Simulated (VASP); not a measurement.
# HfB in VASP: further runs

Runs on HfB. Level: PBE. Tasks: single point.

Everything below comes from runs of VASP 6.6.1. Logs are shortened: lines on timing, memory, paths and dates and some standing lists are left out, and cuts for length are marked.

## (1) The cell of the first run

Symmetry: Fm-3m, No. 225, cubic system. The conventional cell has a = 4.851 Å, b = 4.851 Å, c = 4.851 Å, α = 90.00°, β = 90.00°, γ = 90.00°. Hf (site symmetry m-3m) has 6 B at 2.43 Å within 3.2 Å. B (site symmetry m-3m) has 6 Hf at 2.43 Å within 3.2 Å.

## (2) Single point, PBE (strain +0.050 along x and y, +0.050 along z)

INCAR

```
PREC = Accurate
ENCUT = 520
EDIFF = 1E-7
ISMEAR = 0
SIGMA = 0.15
LREAL = F
LASPH = T
NELM = 100
ALGO = Normal
ISIF = 2
LWAVE = F
LCHARG = T
GGA = PE
LELF = T
LVHAR = T
NBANDS = 14
```

KPOINTS

```
regular mesh
0
Gamma
  18 18 18
```

POSCAR

```
HfB
1.0
    0.0000000000      2.4255000000      2.4255000000
    2.4255000000      0.0000000000      2.4255000000
    2.4255000000      2.4255000000      0.0000000000
Hf B
1 1
Direct
    0.5000000000      0.5000000000      0.5000000000
    0.0000000000      0.0000000000      0.0000000000
```

Potentials or basis: VASP PAW PBE potentials, release 64 (Hf_pv, B).

Command:

```sh
$ cat potpaw_PBE.64/Hf_pv/POTCAR potpaw_PBE.64/B/POTCAR > POTCAR
$ mpirun -np 1 vasp_std > vasp.out
```

OUTCAR:

```text
PREC = Accurate
   ENCUT = 520
   EDIFF = 1E-7
   ISMEAR = 0
   LREAL = F
   LASPH = T
   NELM = 100
   ISIF = 2
   GGA = PE

 ion  position               nearest neighbor table
   1  0.500  0.500  0.500-   2 2.43   2 2.43   2 2.43   2 2.43   2 2.43   2 2.43
   2  0.000  0.000  0.000-   1 2.43   1 2.43   1 2.43   1 2.43   1 2.43   1 2.43

  LATTYP: Found a face centered cubic cell.
 ALAT       =     4.8510000000

  Lattice vectors:

 A1 = (   0.0000000000,   2.4255000000,   2.4255000000)
 A2 = (   2.4255000000,   0.0000000000,   2.4255000000)
 A3 = (   2.4255000000,   2.4255000000,   0.0000000000)

Analysis of symmetry for initial positions (statically):
=====================================================================
 Subroutine PRICEL returns:
 Original cell was already a primitive cell.

 Routine SETGRP: Setting up the symmetry group for a
 face centered cubic supercell.

 Subroutine GETGRP returns: Found 48 space group operations
 (whereof 48 operations were pure point group operations)
 out of a pool of 48 trial point group operations.

The static configuration has the point symmetry O_h .

Analysis of symmetry for dynamics (positions and initial velocities):
=====================================================================
 Subroutine PRICEL returns:
 Original cell was already a primitive cell.

 Routine SETGRP: Setting up the symmetry group for a
 face centered cubic supercell.

 Subroutine GETGRP returns: Found 48 space group operations
 (whereof 48 operations were pure point group operations)
 out of a pool of 48 trial point group operations.

The dynamic configuration has the point symmetry O_h .

 Subroutine INISYM returns: Found 48 space group operations
 (whereof 48 operations are pure point group operations),
 and found     1 'primitive' translations

----------------------------------------------------------------------------------------

                                     Primitive cell

  volume of cell :      28.5387

  direct lattice vectors                    reciprocal lattice vectors
     0.000000000  2.425500000  2.425500000    -0.206143063  0.206143063  0.206143063
     2.425500000  0.000000000  2.425500000     0.206143063 -0.206143063  0.206143063
     2.425500000  2.425500000  0.000000000     0.206143063  0.206143063 -0.206143063

  length of vectors
     3.430174996  3.430174996  3.430174996     0.357050259  0.357050259  0.357050259

  position of ions in fractional coordinates (direct lattice)
     0.500000000  0.500000000  0.500000000
     0.000000000  0.000000000  0.000000000

  ion indices of the primitive-cell ions
   primitive index   ion index
                 1           1
                 2           2

----------------------------------------------------------------------------------------

 KPOINTS: regular mesh

Automatic generation of k-mesh.
 Grid dimensions read from file:
 generate k-points for:   18   18   18

 Generating k-lattice:

  Cartesian coordinates                     Fractional coordinates (reciprocal lattice)
    -0.011452392  0.011452392  0.011452392     0.055555556  0.000000000  0.000000000
     0.011452392 -0.011452392  0.011452392     0.000000000  0.055555556  0.000000000
     0.011452392  0.011452392 -0.011452392     0.000000000  0.000000000  0.055555556

  Length of vectors
     0.019836126  0.019836126  0.019836126

  Shift w.r.t. Gamma in fractional coordinates (k-lattice)
     0.000000000  0.000000000  0.000000000

 Subroutine IBZKPT returns following result:
 ===========================================

 Found    195 irreducible k-points:

 Following reciprocal coordinates:
            Coordinates               Weight
  0.000000  0.000000  0.000000      1.000000
  0.055556  0.000000  0.000000      8.000000
  0.111111  0.000000  0.000000      8.000000
  0.166667  0.000000  0.000000      8.000000
  0.222222  0.000000  0.000000      8.000000
  0.277778  0.000000  0.000000      8.000000
[... 16 lines left out ...]
 -0.277778  0.055556  0.000000     24.000000
 -0.222222  0.055556  0.000000     24.000000
 [... further k-points ...]
   k-points           NKPTS =    195   k-points in BZ     NKDIM =    195   number of bands    NBANDS=     14
   number of dos      NEDOS =    301   number of ions     NIONS =      2
   total plane-waves  NPLWV =  21952
   dimension x,y,z NGX =    28 NGY =   28 NGZ =   28
   dimension x,y,z NGXF=    56 NGYF=   56 NGZF=   56
   ions per type =               1   1
   NGX,Y,Z   is equivalent  to a cutoff of  13.57, 13.57, 13.57 a.u.
   NGXF,Y,Z  is equivalent  to a cutoff of  27.14, 27.14, 27.14 a.u.
 SYSTEM =  unknown system
   PREC   = accura    normal or accurate (medium, high low for compatibility)
   ISTART =      0    job   : 0-new  1-cont  2-samecut
   ICHARG =      2    charge: 1-file 2-atom 10-const
   ISPIN  =      1    spin polarized calculation?
   LNONCOLLINEAR =      F non collinear calculations
   LSORBIT =      F    spin-orbit coupling
   LASPH  =      T    aspherical Exc in radial PAW
   ENCUT  =  520.0 eV  38.22 Ry    6.18 a.u.   6.38  6.38  6.38*2*pi/ulx,y,z
   NELM   =    100;   NELMIN=  2; NELMDL= -5     # of ELM steps
   EDIFF  = 0.1E-06   stopping-criterion for ELM
   LREAL  =      F    real-space projection
   EDIFFG = 0.1E-05   stopping-criterion for IOM
   NSW    =      0    number of steps for IOM
   IBRION =     -1    ionic relax: 0-MD 1-quasi-New 2-CG
   NFREE  =      0    steps in history (QN), initial steepest desc. (CG)
   ISIF   =      2    stress and relaxation
   ISYM   =      2    0-nonsym 1-usesym 2-fastsym
   POTIM  = 0.5000    time-step for ionic-motion
   TEBEG  =    0.0;   TEEND  =   0.0 temperature during run
   PSTRESS=    0.0 pullay stress
   NELECT =      13.0000    total number of electrons
   NUPDOWN=      -1.0000    fix difference up-down
   EMIN   =  10.00;   EMAX   =-10.00  energy-range for DOS
   EFERMI =   0.00;   METHOD = LEGACY
   ISMEAR =     0;   SIGMA  =   0.15  broadening in eV -4-tet -1-fermi 0-gaus
   EFERMI_NEDOS =   21; number of points for ismear=-14 and -15
   IALGO  =     38    algorithm
   IMIX   =      4    mixing-type and parameters
     AMIX     =   0.40;   BMIX     =  1.00
     AMIX_MAG =   1.60;   BMIX_MAG =  1.00
  volume/ion in A,a.u.               =      14.27        96.29
  Fermi-wavevector in a.u.,A,eV,Ry     =   1.259635  2.380365 21.588092  1.586680
  Thomas-Fermi vector in A             =   2.393185
   LORBIT       =      0    0 simple, 1 ext, 2 COOP (PROOUT), +10 PAW based schemes
   GGA     = PE    functional components
   LHFCALC =     F    Hartree Fock is set to
   AEXX    =    0.0000 exact exchange contribution
   IVDW    =     0    specifies the selected vdW correction
   LEPSILON=     F    determine dielectric tensor
   LRPA    =     F    only Hartree local field effects (RPA)
 non-spin polarized calculation
 Gauss-broadening in eV      SIGMA  =   0.15
  energy-cutoff  :      520.00
  volume of cell :       28.54
 maximum number of plane-waves:       779
 NGX is ok and might be reduce to    28
   NGX = 13   NGY = 13   NGZ = 13

 number of electron      13.0000001 magnetization

 Free energy of the ion-electron system (eV)
  ---------------------------------------------------
  ext. energy  EPLUGINS =         0.00000000
  ---------------------------------------------------
  free energy    TOTEN  =       -17.46603083 eV

  energy without entropy =      -17.45276481  energy(sigma->0) =      -17.45939782

 E-fermi :   4.2363     XC(G=0): -11.6197

 val. band max:        4.2332074068   @ k =   0.2778   0.1111   0.0556
 cond. band min:       4.2442698413   @ k =   0.2778   0.1667   0.0000
 fundamental gap:      0.0110624345
 Fermi energy:         4.2362827719

 k-point     1 :       0.0000    0.0000    0.0000
  band No.  band energies     occupation
      1     -24.8493      2.00000
      2     -24.8493      2.00000
      3     -24.8493      2.00000
      4      -4.8597      2.00000
      5       6.2610      0.00000
      6       6.2610      0.00000
      7       6.2610      0.00000
      8       7.7701      0.00000
      9       7.7701      0.00000
     10       7.7701      0.00000
     11       7.8993      0.00000
     12       7.8993      0.00000
     13      15.0820      0.00000
     14      15.3383      0.00000

 k-point     2 :       0.0556    0.0000    0.0000
  band No.  band energies     occupation
      1     -24.8626      2.00000
      2     -24.8508      2.00000
      3     -24.8508      2.00000
      4      -4.7849      2.00000
      5       5.9522      0.00000
      6       6.2098      0.00000
      7       6.2098      0.00000
      8       7.0638      0.00000
      9       7.0638      0.00000
     10       7.9303      0.00000
     11       8.8082      0.00000
     12       8.8082      0.00000
     13      15.1978      0.00000
     14      15.5307      0.00000

 k-point     3 :       0.1111    0.0000    0.0000
  band No.  band energies     occupation
      1     -24.9006      2.00000
      2     -24.8550      2.00000
      3     -24.8550      2.00000
      4      -4.5642      2.00000
      5       5.2791      0.00000
      6       5.7835      0.00000
      7       5.7835      0.00000
      8       6.8731      0.00000
      9       6.8731      0.00000
     10       8.1953      0.00000
     11       9.8745      0.00000
     12       9.8745      0.00000
     13      15.5084      0.00000
     14      16.0725      0.00000
[... 324 lines left out ...]
 k-point    23 :      -0.2778    0.0556    0.0000
  band No.  band energies     occupation
      1     -25.1235      2.00000
      2     -24.8954      2.00000
      3     -24.8752      2.00000
      4      -2.8979      2.00000
      5       2.5175      2.00000
      6       3.7837      1.99998
      7       3.9183      1.99728
      8       7.9604      0.00000
      9       8.4921      0.00000
     10       9.2309      0.00000
     11      12.9999      0.00000
     12      14.3794      0.00000
     13      15.3383      0.00000
     14      18.4569      0.00000

 k-point    24 :      -0.2222    0.0556    0.0000
  band No.  band energies     occupation
      1     -25.0532      2.00000
      2     -24.8869      2.00000
      3     -24.8666      2.00000
      4      -3.4950      2.00000
      5       3.3314      2.00000
      6       4.2268      1.07126
      7       4.3568      0.25567
      8       7.4151      0.00000
      9       8.0571      0.00000
     10       8.9095      0.00000
     11      11.9007      0.00000
     12      13.2202      0.00000
     13      16.0513      0.00000
     14      17.9795      0.00000

 [... further k-points ...]
[... 5 lines left out ...]
  --------------------------------------------------------------------------------------
  -------------------------------------------------------------------------------------
  Total       -0.2939431     -0.2939431     -0.2939431      0.0000000      0.0000000     -0.0000000
  in kB      -16.5021288    -16.5021288    -16.5021288      0.0000000      0.0000000     -0.0000000
  external PRESSURE =     -16.5021288 kB  Pullay stress =       0.0000000 kB

 VOLUME and BASIS-vectors are now :
 -----------------------------------------------------------------------------
  energy-cutoff  :      520.00
  volume of cell :       28.54
      direct lattice vectors                 reciprocal lattice vectors
     0.000000000  2.425500000  2.425500000    -0.206143063  0.206143063  0.206143063
     2.425500000  0.000000000  2.425500000     0.206143063 -0.206143063  0.206143063
     2.425500000  2.425500000  0.000000000     0.206143063  0.206143063 -0.206143063

 POSITION                                       TOTAL-FORCE (eV/Angst)
 -----------------------------------------------------------------------------------
      2.42550      2.42550      2.42550         0.000000      0.000000      0.000000
      0.00000      0.00000      0.00000        -0.000000     -0.000000     -0.000000
 -----------------------------------------------------------------------------------
    total drift:                                0.000000      0.000000      0.000000

  FREE ENERGIE OF THE ION-ELECTRON SYSTEM (eV)
  ---------------------------------------------------
  free  energy   TOTEN  =       -17.4660308290 eV

  energy  without entropy=      -17.4527648079  energy(sigma->0) =      -17.45939782
```

It took 2.1 min on 1 thread of Intel Xeon 8259CL, shared host; peak memory 0.22 GiB.

What came out:

```
Free energy : -17.4660 eV
Pressure    : -1.7 GPa
```

Levels at points of the mesh, in eV from the Fermi level:
| k point | band 3 | band 4 | band 5 | band 6 | band 7 | band 8 | band 9 | band 10 | band 11 | band 12 |
| --- | --- | --- | --- | --- | --- | --- | --- | --- | --- | --- |
| (0.00, 0.00, 0.00) | -29.09 | -9.10 | 2.02 | 2.02 | 2.02 | 3.53 | 3.53 | 3.53 | 3.66 | 3.66 |
| (0.50, 0.00, 0.00) | -29.13 | -4.59 | -4.52 | -1.14 | -1.14 | 5.58 | 5.58 | 6.38 | 7.64 | 12.48 |
| (0.50, 0.50, 0.00) | -29.24 | -6.35 | -1.28 | -0.77 | 1.90 | 1.90 | 5.32 | 6.68 | 6.68 | 7.57 |

Caveat: the cell differs from its parent crystal (strain +0.050 along x and y, +0.050 along z); spin-orbit coupling is left out, which moves the levels of the heavy elements.

## (3) Single point, PBE (strain -0.050 along x and y, +0.025 along z)

INCAR

```
  PREC = Accurate
  ENCUT = 520
  EDIFF = 1E-7
  ISMEAR = 0
  SIGMA = 0.15
  LREAL = F
  LASPH = T
  NELM = 100
  ALGO = Normal
  ISIF = 2
  LWAVE = F
  LCHARG = F
  GGA = PE
  NBANDS = 14
```

KPOINTS is that of step 2.

POSCAR

```
HfB
1.0
    0.0000000000      2.1945000000      2.3677500000
    2.1945000000      0.0000000000      2.3677500000
    2.1945000000      2.1945000000      0.0000000000
Hf B
1 1
Direct
    0.5000000000      0.5000000000      0.5000000000
    0.0000000000      0.0000000000      0.0000000000
```

Potentials or basis: VASP PAW PBE potentials, release 64 (Hf_pv, B).

Command:

```sh
$ cat potpaw_PBE.64/Hf_pv/POTCAR potpaw_PBE.64/B/POTCAR > POTCAR
$ mpirun -np 1 vasp_std > vasp.out
```

OUTCAR:

```text
PREC = Accurate
   ENCUT = 520
   EDIFF = 1E-7
   ISMEAR = 0
   LREAL = F
   LASPH = T
   NELM = 100
   ISIF = 2
   GGA = PE

 ion  position               nearest neighbor table
   1  0.500  0.500  0.500-   2 2.19   2 2.19   2 2.19   2 2.19   2 2.37   2 2.37
   2  0.000  0.000  0.000-   1 2.19   1 2.19   1 2.19   1 2.19   1 2.37   1 2.37

  LATTYP: Found a body centered tetragonal cell.
 ALAT       =     3.1034916626
 C/A-ratio  =     1.5258620015

  Lattice vectors:

 A1 = (  -2.1945000000,   0.0000000000,   2.3677500000)
[... 585 lines left out ...]
      9      10.1480      0.00000
     10      11.4294      0.00000
     11      14.3065      0.00000
     12      17.6608      0.00000
     13      20.4973      0.00000
     14      21.3046      0.00000

 [... further k-points ...]
[... 5 lines left out ...]
  --------------------------------------------------------------------------------------
  -------------------------------------------------------------------------------------
  Total       10.5613159     10.5613159      3.7055916      0.0000000      0.0000000     -0.0000000
  in kB      741.9789853    741.9789853    260.3341398      0.0000000      0.0000000     -0.0000000
  external PRESSURE =     581.4307035 kB  Pullay stress =       0.0000000 kB

 VOLUME and BASIS-vectors are now :
 -----------------------------------------------------------------------------
  energy-cutoff  :      520.00
  volume of cell :       22.81
      direct lattice vectors                 reciprocal lattice vectors
     0.000000000  2.194500000  2.367750000    -0.227842333  0.227842333  0.211170943
     2.194500000  0.000000000  2.367750000     0.227842333 -0.227842333  0.211170943
     2.194500000  2.194500000  0.000000000     0.227842333  0.227842333 -0.211170943

 POSITION                                       TOTAL-FORCE (eV/Angst)
 -----------------------------------------------------------------------------------
      2.19450      2.19450      2.36775        -0.000000      0.000000      0.000000
      0.00000      0.00000      0.00000         0.000000     -0.000000      0.000000
 -----------------------------------------------------------------------------------
    total drift:                               -0.000000     -0.000000      0.000000

  FREE ENERGIE OF THE ION-ELECTRON SYSTEM (eV)
  ---------------------------------------------------
  free  energy   TOTEN  =       -16.4890303359 eV

  energy  without entropy=      -16.4793019190  energy(sigma->0) =      -16.48416613
```

OSZICAR:

```text
N       E                     dE             d eps       ncg     rms          rms(c)
DAV:   1     0.238598717058E+02    0.23860E+02   -0.71288E+03 13472   0.888E+02
DAV:   2    -0.171215738702E+02   -0.40981E+02   -0.38847E+02 16888   0.197E+02
DAV:   3    -0.181096789464E+02   -0.98811E+00   -0.98164E+00 16836   0.212E+01
DAV:   4    -0.181125484165E+02   -0.28695E-02   -0.28692E-02 15540   0.141E+00
DAV:   5    -0.181125610688E+02   -0.12652E-04   -0.12652E-04 17178   0.842E-02    0.761E+01
DAV:   6    -0.165608299791E+02    0.15517E+01   -0.25318E+00 16536   0.990E+00    0.474E+01
DAV:   7    -0.165327941085E+02    0.28036E-01   -0.10517E+00 18024   0.614E+00    0.853E+00
DAV:   8    -0.164886566018E+02    0.44138E-01   -0.13536E-01 14958   0.231E+00    0.777E-01
DAV:   9    -0.164890619121E+02   -0.40531E-03   -0.61032E-03 17280   0.558E-01    0.151E-01
DAV:  10    -0.164890328290E+02    0.29083E-04   -0.19090E-04 14910   0.905E-02    0.106E-01
DAV:  11    -0.164890303091E+02    0.25200E-05   -0.19331E-05 16200   0.299E-02    0.892E-03
DAV:  12    -0.164890304294E+02   -0.12034E-06   -0.42138E-07 16670   0.544E-03    0.882E-03
DAV:  13    -0.164890303359E+02    0.93523E-07   -0.12698E-08 10230   0.939E-04
   1 F= -.16489030E+02 E0= -.16484166E+02  d E =-.972842E-02
```

It took 2.2 min on 1 thread of Intel Xeon 8259CL, shared host; peak memory 0.27 GiB.

Results:

| Item | Value |
| --- | --- |
| Free energy | -16.4890 eV |
| Pressure | 58.1 GPa |

Stress tensor (GPa, compression positive):
```
74.20  0.00  0.00
 0.00 74.20  0.00
 0.00  0.00 26.03
```

Caveat: the cell differs from its parent crystal (strain -0.050 along x and y, +0.025 along z); spin-orbit coupling is left out, which moves the levels of the heavy elements.
